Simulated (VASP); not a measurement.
A run of VASP 6.6.1:

File INCAR:

```
PREC = Accurate ; ENCUT = 500
EDIFF = 1E-6 ; ISMEAR = 0
SIGMA = 0.02 ; LREAL = F
LASPH = T ; NELM = 120
ALGO = Normal ; ISIF = 2
LWAVE = F ; LCHARG = F
GGA = PS ; NBANDS = 17
GGA_COMPAT = F
```

The input KPOINTS:

```
regular mesh
0
Gamma
  8 8 8
```

The input POSCAR:

```
TePb
1.0
    0.0000000000      3.2215664015      3.2215664015
    3.2215664015      0.0000000000      3.2215664015
    3.2215664015      3.2215664015      0.0000000000
Te Pb
1 1
Direct
    0.5000000000      0.5000000000      0.5000000000
    0.0000000000      0.0000000000      0.0000000000
```

Potentials or basis: VASP PAW PBE potentials, release 64 (Te, Pb_d).

Run with:

```bash
$ cat potpaw_PBE.64/Te/POTCAR potpaw_PBE.64/Pb_d/POTCAR > POTCAR
$ mpirun -np 1 vasp_std > vasp.out
```

Hardware: 1 thread of Intel Xeon 6975P-C, on a shared host.

Task: Estimate the wall time of this run.

Result: It took 31 s on 1 thread of Intel Xeon 6975P-C, with other jobs on the host, peak memory 0.21 GiB. Counts: scf iterations 12, k points 29.
